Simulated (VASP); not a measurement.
# SrO (I4mm) in VASP: notebook

SrO is run at these levels: LDA; tasks: single point.

All numbers are computed with VASP 6.6.1; they aren't measurements. Logs are shortened: lines on timing, memory, paths and dates and some standing lists are left out, and cuts for length are marked.

## 1. The cell of the first run

The structure is tetragonal, space group I4mm (No. 107). Conventional cell: a = 3.492 Å, b = 3.492 Å, c = 4.938 Å, α = 90.00°, β = 90.00°, γ = 90.00°. Within 3.2 Å of Sr (site symmetry 4mm) lie 6 O at 2.42 to 2.52 Å. Within 3.2 Å of O (site symmetry 4mm) lie 6 Sr at 2.42 to 2.52 Å.

## 2. Single point, LDA

Contents of INCAR:

```
SYSTEM = SrO
PREC     = Accurate       ! precision mode
ENCUT    = 520            ! plane-wave cutoff, eV
EDIFF    = 1E-6           ! SCF threshold, eV
ISMEAR   = 0              ! smearing method
SIGMA    = 0.05           ! smearing width, eV
LREAL    = .FALSE.        ! projectors in reciprocal space
LASPH    = .TRUE.         ! aspherical terms in the spheres
NELM     = 80             ! most SCF steps
ALGO     = Normal         ! electronic algorithm
ISIF     = 2              ! what is computed and relaxed
LWAVE    = .FALSE.        ! write WAVECAR
LCHARG   = .FALSE.        ! write CHGCAR
NBANDS   = 24             ! bands
```

Contents of KPOINTS:

```
regular mesh
0
G
  9 9 8
  0 0 0
```

Contents of POSCAR:

```
SrO
1.0
    0.0000000000     -2.4688803779     -2.4688803779
   -2.4688803779      0.0000000000     -2.4688803779
    2.4688803779      2.4688803779     -4.9377607559
Sr O
2 2
Direct
   -0.0008166432     -0.0008166432     -0.0008166432
    0.4991833568      0.4991833568      0.4991833568
    0.7544724220      0.7544724220      0.7544724220
    0.2544724220      0.2544724220      0.2544724220
```

Potentials or basis: VASP PAW LDA potentials, release 64 (Sr_sv, O).

Command:

```sh
$ cat potpaw_LDA.64/Sr_sv/POTCAR potpaw_LDA.64/O/POTCAR > POTCAR
$ mpirun -np 1 vasp_std > vasp.out
```

OUTCAR:

```text
SYSTEM = SrO
   PREC = Accurate
   ENCUT = 520
   EDIFF = 1E-6
   ISMEAR = 0
   LREAL = .FALSE.
   LASPH = .TRUE.
   NELM = 80
   ISIF = 2

 ion  position               nearest neighbor table
   1  0.999  0.999  0.999-   3 2.42   3 2.47   3 2.47   4 2.47   4 2.47   4 2.52   2 3.49   2 3.49
                             2 3.49   2 3.49   2 3.49   2 3.49   2 4.94   2 4.94   2 4.94   2 4.94
   2  0.499  0.499  0.499-   4 2.42   4 2.47   4 2.47   3 2.47   3 2.47   3 2.52   1 3.49   1 3.49
                             1 3.49   1 3.49   1 3.49   1 3.49   1 4.94   1 4.94   1 4.94   1 4.94
   3  0.754  0.754  0.754-   1 2.42   1 2.47   1 2.47   2 2.47   2 2.47   2 2.52
   4  0.254  0.254  0.254-   2 2.42   2 2.47   2 2.47   1 2.47   1 2.47   1 2.52

  LATTYP: Found a trigonal (rhomboedric) cell.
 ALAT       =     6.0474971619
 COS(alpha) =     0.8333333333

  Lattice vectors:

 A1 = (   2.4688803779,   4.9377607558,  -2.4688803780)
 A2 = (   4.9377607558,   2.4688803779,  -2.4688803780)
 A3 = (   2.4688803779,   2.4688803779,  -4.9377607559)

Analysis of symmetry for initial positions (statically):
=====================================================================
 Subroutine PRICEL returns following result:

  LATTYP: Found a face centered cubic cell.
 ALAT       =     4.9377607559

  Lattice vectors:

 A1 = (   0.0000000000,  -2.4688803779,   2.4688803780)
 A2 = (   2.4688803779,  -2.4688803779,   0.0000000000)
 A3 = (   2.4688803779,   0.0000000000,   2.4688803779)

   2 primitive cells build up your supercell.

 Routine SETGRP: Setting up the symmetry group for a
 trigonal (rhombohedral) supercell.

 Subroutine GETGRP returns: Found  2 space group operations
 (whereof  2 operations were pure point group operations)
 out of a pool of 12 trial point group operations.

The static configuration has the point symmetry C_1h.

Analysis of symmetry for dynamics (positions and initial velocities):
=====================================================================
 Subroutine PRICEL returns following result:

  LATTYP: Found a face centered cubic cell.
 ALAT       =     4.9377607559

  Lattice vectors:

 A1 = (   0.0000000000,  -2.4688803779,   2.4688803780)
 A2 = (   2.4688803779,  -2.4688803779,   0.0000000000)
[... 129 lines left out ...]
   LSORBIT =      F    spin-orbit coupling
   LASPH  =      T    aspherical Exc in radial PAW
   ENCUT  =  520.0 eV  38.22 Ry    6.18 a.u.   6.49  6.49 11.24*2*pi/ulx,y,z
   NELM   =     80;   NELMIN=  2; NELMDL= -5     # of ELM steps
   EDIFF  = 0.1E-05   stopping-criterion for ELM
   LREAL  =      F    real-space projection
   EDIFFG = 0.1E-04   stopping-criterion for IOM
   NSW    =      0    number of steps for IOM
   IBRION =     -1    ionic relax: 0-MD 1-quasi-New 2-CG
   NFREE  =      0    steps in history (QN), initial steepest desc. (CG)
   ISIF   =      2    stress and relaxation
   ISYM   =      2    0-nonsym 1-usesym 2-fastsym
   POTIM  = 0.5000    time-step for ionic-motion
   TEBEG  =    0.0;   TEEND  =   0.0 temperature during run
   PSTRESS=    0.0 pullay stress
   NELECT =      32.0000    total number of electrons
   NUPDOWN=      -1.0000    fix difference up-down
   EMIN   =  10.00;   EMAX   =-10.00  energy-range for DOS
   EFERMI =   0.00;   METHOD = LEGACY
   ISMEAR =     0;   SIGMA  =   0.05  broadening in eV -4-tet -1-fermi 0-gaus
   EFERMI_NEDOS =   21; number of points for ismear=-14 and -15
   IALGO  =     38    algorithm
   IMIX   =      4    mixing-type and parameters
     AMIX     =   0.40;   BMIX     =  1.00
     AMIX_MAG =   1.60;   BMIX_MAG =  1.00
  volume/ion in A,a.u.               =      15.05       101.55
  Fermi-wavevector in a.u.,A,eV,Ry     =   1.326187  2.506130 23.929547  1.758772
  Thomas-Fermi vector in A             =   2.455592
   LORBIT       =      0    0 simple, 1 ext, 2 COOP (PROOUT), +10 PAW based schemes
   GGA     = CA    functional components
   LHFCALC =     F    Hartree Fock is set to
   AEXX    =    0.0000 exact exchange contribution
   IVDW    =     0    specifies the selected vdW correction
   LEPSILON=     F    determine dielectric tensor
   LRPA    =     F    only Hartree local field effects (RPA)
 non-spin polarized calculation
 Gauss-broadening in eV      SIGMA  =   0.05
  energy-cutoff  :      520.00
  volume of cell :       60.19
 maximum number of plane-waves:      1665
 NGX is ok and might be reduce to    28
   NGX = 13   NGY = 13   NGZ = 23

 number of electron      31.9999997 magnetization

 Free energy of the ion-electron system (eV)
  ---------------------------------------------------
  ext. energy  EPLUGINS =         0.00000000
  ---------------------------------------------------
  free energy    TOTEN  =       -26.60020866 eV

  energy without entropy =      -26.60020866  energy(sigma->0) =      -26.60020866

 E-fermi :   2.3196     XC(G=0): -11.1097

 val. band max:        1.9908511025   @ k =   0.4444   0.0000   0.5000
 cond. band min:       5.0268258469   @ k =  -0.4444  -0.4444   0.1250
 fundamental gap:      3.0359747444
 Fermi energy:         2.3195520165

 k-point     1 :       0.0000    0.0000    0.0000
  band No.  band energies     occupation
      1     -29.7371      2.00000
      2     -29.4899      2.00000
      3     -14.8527      2.00000
      4     -12.9398      2.00000
      5     -11.4076      2.00000
      6     -11.4056      2.00000
[... 637 lines left out ...]
     23      12.7892      0.00000
     24      13.0297      0.00000

 [... further k-points ...]

------------------------ aborting loop because EDIFF is reached ----------------------------------------

  FORCE on cell =-STRESS in cart. coord.  units (eV):
  Direction    XX          YY          ZZ          XY          YZ          ZX
  --------------------------------------------------------------------------------------
  -------------------------------------------------------------------------------------
  Total        3.9474354      3.9474354      4.1557783      0.0000598      0.0000606      0.0000605
  in kB      105.0667931    105.0667931    110.6121464      0.0015904      0.0016119      0.0016115
  external PRESSURE =     106.9152442 kB  Pullay stress =       0.0000000 kB

 VOLUME and BASIS-vectors are now :
 -----------------------------------------------------------------------------
  energy-cutoff  :      520.00
  volume of cell :       60.19
      direct lattice vectors                 reciprocal lattice vectors
     0.000000000 -2.468880378 -2.468880378     0.101260475 -0.303781425 -0.101260475
    -2.468880378  0.000000000 -2.468880378    -0.303781425  0.101260475 -0.101260475
     2.468880378  2.468880378 -4.937760756     0.101260475  0.101260475 -0.101260475

 POSITION                                       TOTAL-FORCE (eV/Angst)
 -----------------------------------------------------------------------------------
      0.00000      0.00000     -9.86746         0.000019      0.000019     -0.193913
      0.00000      0.00000     -4.92970         0.000019      0.000019     -0.193913
      0.00000      0.00000     -7.45081        -0.000019     -0.000019      0.193913
      0.00000      0.00000     -2.51305        -0.000019     -0.000019      0.193913
 -----------------------------------------------------------------------------------
    total drift:                               -0.000077     -0.000077     -0.000265

  FREE ENERGIE OF THE ION-ELECTRON SYSTEM (eV)
  ---------------------------------------------------
  free  energy   TOTEN  =       -26.6002086576 eV

  energy  without entropy=      -26.6002086576  energy(sigma->0) =      -26.60020866
```

OSZICAR:

```text
N       E                     dE             d eps       ncg     rms          rms(c)
DAV:   1     0.177703395657E+03    0.17770E+03   -0.17187E+04  8880   0.132E+03
DAV:   2    -0.212176742724E+02   -0.19892E+03   -0.18612E+03 12160   0.295E+02
DAV:   3    -0.307925212450E+02   -0.95748E+01   -0.95038E+01 13552   0.587E+01
DAV:   4    -0.310959517116E+02   -0.30343E+00   -0.30334E+00 11848   0.803E+00
DAV:   5    -0.310988349042E+02   -0.28832E-02   -0.28831E-02 12384   0.842E-01    0.315E+01
DAV:   6    -0.268497397019E+02    0.42491E+01   -0.19027E+01 10544   0.257E+01    0.378E+01
DAV:   7    -0.267721066834E+02    0.77633E-01   -0.15463E+00 12312   0.668E+00    0.265E+01
DAV:   8    -0.266520693663E+02    0.12004E+00   -0.10557E+00  9856   0.632E+00    0.474E+00
DAV:   9    -0.265992983028E+02    0.52771E-01   -0.16347E-01 11008   0.266E+00    0.127E+00
DAV:  10    -0.266009229663E+02   -0.16247E-02   -0.12091E-02 11008   0.659E-01    0.340E-01
DAV:  11    -0.266001837925E+02    0.73917E-03   -0.35598E-03 13744   0.359E-01    0.893E-02
DAV:  12    -0.266002449631E+02   -0.61171E-04   -0.53908E-04 11968   0.125E-01    0.761E-02
DAV:  13    -0.266002079621E+02    0.37001E-04   -0.11506E-04 11000   0.658E-02    0.343E-02
DAV:  14    -0.266002087546E+02   -0.79256E-06   -0.12089E-05 11896   0.203E-02    0.636E-03
DAV:  15    -0.266002086576E+02    0.97089E-07   -0.37004E-07  6920   0.414E-03
   1 F= -.26600209E+02 E0= -.26600209E+02  d E =-.433950E-22
```

stdout:

```text
POSCAR found type information on POSCAR SrO
 POSCAR found :  2 types and       4 ions
 scaLAPACK will be used
 LDA part: xc-table for (Slater(with rela. corr.)+CA(PZ))
 , standard interpolation
 -----------------------------------------------------------------------------
|                                                                             |
|           W    W    AA    RRRRR   N    N  II  N    N   GGGG   !!!           |
|           W    W   A  A   R    R  NN   N  II  NN   N  G    G  !!!           |
|           W    W  A    A  R    R  N N  N  II  N N  N  G       !!!           |
|           W WW W  AAAAAA  RRRRR   N  N N  II  N  N N  G  GGG   !            |
|           WW  WW  A    A  R   R   N   NN  II  N   NN  G    G                |
|           W    W  A    A  R    R  N    N  II  N    N   GGGG   !!!           |
|                                                                             |
|     Your reciprocal lattice and k-lattice belong to different lattice       |
|     classes:                                                                |
|                                                                             |
|        The reciprocal lattice is rhombohedral (trigonal),                   |
|        whereas your k-lattice is base-centered monoclinic.                  |
|                                                                             |
|     Results are often still useful ...                                      |
|                                                                             |
 -----------------------------------------------------------------------------

 POSCAR, INCAR and KPOINTS ok, starting setup
 FFT: planning ... GRIDC
 FFT: planning ... GRID_SOFT
 FFT: planning ... GRID
 WAVECAR not read
 entering main loop
```

Run time: 1.9 min. Hardware: 1 thread of Intel Xeon 6975P-C (Granite Rapids), shared host; peak memory 0.34 GiB.

What came out:

```yaml
Free_energy: -26.6002 eV
Pressure: 10.7 GPa
Largest_force: 0.194 eV/Å
Band_gap_on_the_k_mesh: 3.04 eV
```

Forces in eV/Å, atoms in the order of the input:
```
Sr   0.000  0.000 -0.194
Sr   0.000  0.000 -0.194
O    0.000  0.000  0.194
O    0.000  0.000  0.194
```

Levels at points of the mesh, in eV from the valence-band top:
| k point | band 13 | band 14 | band 15 | band 16 | band 17 | band 18 | band 19 | band 20 |
| --- | --- | --- | --- | --- | --- | --- | --- | --- |
| (0.00, 0.00, 0.00) | -1.43 | -0.02 | -0.02 | -0.02 | 4.71 | 6.33 | 6.35 | 6.35 |
| (0.00, 0.00, 0.50) | -0.80 | -0.80 | -0.80 | -0.80 | 6.16 | 6.16 | 7.09 | 7.09 |

## 3. Single point, LDA

Contents of INCAR:

```
SYSTEM = SrO
PREC     = Accurate       ! precision mode
ENCUT    = 520            ! plane-wave cutoff, eV
EDIFF    = 1E-7           ! SCF threshold, eV
ISMEAR   = 0              ! smearing method
SIGMA    = 0.05           ! smearing width, eV
LREAL    = .False.        ! projectors in reciprocal space
LASPH    = .True.         ! aspherical terms in the spheres
NELM     = 80             ! most SCF steps
ALGO     = Normal         ! electronic algorithm
ISIF     = 2              ! what is computed and relaxed
LWAVE    = .False.        ! write WAVECAR
LCHARG   = .True.         ! write CHGCAR
LELF     = .True.         ! ELF
LVHAR    = .True.       
NBANDS   = 24             ! bands
```

Contents of KPOINTS:

```
Automatic mesh
0
Gamma
  9 9 8
  0 0 0
```

Contents of POSCAR:

```
SrO
1.0
    0.0000000000     -2.4688803779     -2.4688803779
   -2.4688803779      0.0000000000     -2.4688803779
    2.4688803779      2.4688803779     -4.9377607559
Sr O
2 2
Direct
   -0.0016350892     -0.0016350892     -0.0016350892
    0.4983649108      0.4983649108      0.4983649108
    0.7589547170      0.7589547170      0.7589547170
    0.2589547170      0.2589547170      0.2589547170
```

Potentials or basis: VASP PAW LDA potentials, release 64 (Sr_sv, O).

Command:

```sh
$ cat potpaw_LDA.64/Sr_sv/POTCAR potpaw_LDA.64/O/POTCAR > POTCAR
$ mpirun -np 1 vasp_std > vasp.out
```

Wall time 2 min (1 thread of Intel Xeon 6975P-C (Granite Rapids), shared host); peak memory 0.34 GiB.

Results (log left out):

| Item | Value |
| --- | --- |
| Free energy | -26.5687 eV |
| Pressure | 11.0 GPa |
| Largest force | 0.415 eV/Å |
| Band gap on the k mesh | 3.03 eV |

Forces on the atoms (eV/Å):
```
Sr   0.000  0.000 -0.415
Sr   0.000  0.000 -0.415
O    0.000  0.000  0.415
O    0.000  0.000  0.415
```

Stress tensor (GPa, compression positive):
```
10.26  0.00  0.00
 0.00 10.26  0.00
 0.00  0.00 12.48
```

Levels at points of the mesh, in eV from the valence-band top:
```tsv
k point	band 12	band 13	band 14	band 15	band 16	band 17	band 18	band 19	band 20	band 21
(0.00, 0.00, 0.00)	-1.44	-1.43	-0.06	-0.06	-0.04	4.70	6.33	6.39	6.39	6.94
(0.00, 0.00, 0.50)	-1.49	-0.82	-0.82	-0.79	-0.79	6.14	6.14	7.09	7.09	7.66
```
